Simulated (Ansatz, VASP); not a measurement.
GaN in VASP and in Ansatz

```
CELL_PARAMETERS angstrom
0.00000 1.99912 1.99912
1.99912 0.00000 1.99912
1.99912 1.99912 0.00000
ATOMIC_POSITIONS crystal
Ga 0.50000 0.50000 0.50000
N 0.00000 0.00000 0.00000
```

Change from the starting cell: volume scaled by 1.01.

Alike in both runs: task single point; functional PBE; k mesh 13 × 13 × 13; occupations fermi-dirac, width 0.02 eV; no spin polarisation.

|  | VASP | Ansatz |
| --- | --- | --- |
| version | VASP 6.6.1 | Ansatz 0.2.0 |
| potentials or method | VASP PAW PBE potentials, release 64 (Ga_d, N), cutoff 600 eV | all-electron LAPW, scalar-relativistic |

|  | VASP | Ansatz | Ansatz less VASP |
| --- | --- | --- | --- |
| gap on the k mesh at the Fermi level (eV) | 1.84 | 1.86 | +0.018 |
| pressure (GPa) | 65.3 | 64.3 | -0.97 |

Both programs put the cell under a high pressure, so it lies far from rest at this level. Ansatz ran all-electron here, and VASP with PAW potentials.

Noted on VASP's run: the cell as given lies far from equilibrium.
